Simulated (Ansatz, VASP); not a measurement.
**One calculation of TiC, two programs**

The input INCAR:

```
SYSTEM = TiC
ALGO     = Normal         ! electronic algorithm
EDIFF    = 1E-6           ! SCF threshold, eV
ENCUT    = 600            ! plane-wave cutoff, eV
GGA      = PE             ! functional
GGA_COMPAT= .False.      
ISIF     = 2              ! what is computed and relaxed
ISMEAR   = -1             ! smearing method
LASPH    = .True.         ! aspherical terms in the spheres
LCHARG   = .True.         ! write CHGCAR
LELF     = .True.         ! ELF
LREAL    = .False.        ! projectors in reciprocal space
LVHAR    = .True.       
LWAVE    = .False.        ! write WAVECAR
NBANDS   = 15             ! bands
NELM     = 120            ! most SCF steps
PREC     = Accurate       ! precision mode
SIGMA    = 0.1            ! smearing width, eV
```

KPOINTS

```
k-points
0
Gamma
  10 10 10
  0 0 0
```

The input POSCAR:

```
TiC
1.0
    3.0537110000      0.0000000000      0.0000000000
    1.5268555000      2.6445913018      0.0000000000
    1.5268555000      0.8815304339      2.4933445906
Ti C
1 1
Direct
    0.0000000000      0.0000000000      0.0000000000
    0.5000000000      0.5000000000      0.5000000000
```

Input for Ansatz:

```yaml
crystal:
  lattice:
    a: 3.053711
    b: 3.053711
    c: 3.053711
    alpha: 60.0
    beta: 60.0
    gamma: 60.0
  atoms:
    - { symbol: Ti, position: [0.0, 0.0, 0.0] }
    - { symbol: C, position: [0.5, 0.5, 0.5] }
kpoints:
  mp_grid:
    grid: [10, 10, 10]
hamiltonian:
  xc: pbe
  pseudopotentials:
    kind: all_electron
    lapw: {}
scf:
  occupations:
    method: fermi_dirac
output:
  forces: true
  stress: true
  eigenvalues: true
```

Alike in both runs: task single point; functional PBE; k mesh 10 × 10 × 10; no spin polarisation.

```csv
,VASP,Ansatz
version,VASP 6.6.1,Ansatz 0.2.0
potentials or method,"VASP PAW PBE potentials, release 64 (Ti_sv, C), cutoff 600 eV",all-electron (LAPW or listed datasets)
occupations,"fermi-dirac, width 0.1 eV",fermi-dirac
```

Ansatz gave:

```
gap on the k mesh at the Fermi level (eV) : none
pressure (GPa)                            : 2.6
```

Q: What did VASP give for the same quantities?

A: gap on the k mesh at the Fermi level (eV): none; pressure (GPa): 2.7.

A gap of «none» marks a metal or a gap that the smearing closes. Ansatz ran all-electron here, and VASP with PAW potentials.
